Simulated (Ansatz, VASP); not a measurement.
# One calculation of Si, two programs

```xyz
2
Lattice="-2.2659 2.3842 1.2834 2.2659 -2.3842 1.2834 2.2659 2.3842 -1.2834" Properties=species:S:1:pos:R:3 pbc="T T T"
Si    0.0000    1.1921    1.4298
Si    2.2659    1.1921   -0.1463
```

Change from the starting cell: volume scaled by 1.02, PAW files.

Alike in both runs: task electric field gradients; functional PBE; k mesh 16 × 16 × 16; occupations fermi-dirac, width 0.05 eV; no spin polarisation.

|  | VASP | Ansatz |
| --- | --- | --- |
| version | VASP 6.6.1 | Ansatz 0.2.0 |
| potentials or method | VASP PAW PBE potentials, release 64 (Si) | PAW with Ansatz's default frozen-core files, scalar-relativistic |
| plane-wave cutoff (eV) | 520 | 420 |
| valence electrons in the cell | 8 | 8 |

|  | VASP | Ansatz | Ansatz less VASP |
| --- | --- | --- | --- |
| pressure (GPa) | 12.4 | 12.4 | +0.09 |
| traceless stress, the component that is largest in VASP (GPa) | 1.35 | 1.36 | +0.012 |
| rms of the force components (eV/Å) | 0.010 | 0.008 | -0.0015 |
| size of Vzz on the site where it differs most (V/Å²) | 25.8 | 25.6 | -0.20 |

Atom by atom the forces differ by 0.002 eV/Å (rms over components). With one functional, cell and mesh, what is left measures potentials, basis and numerics.
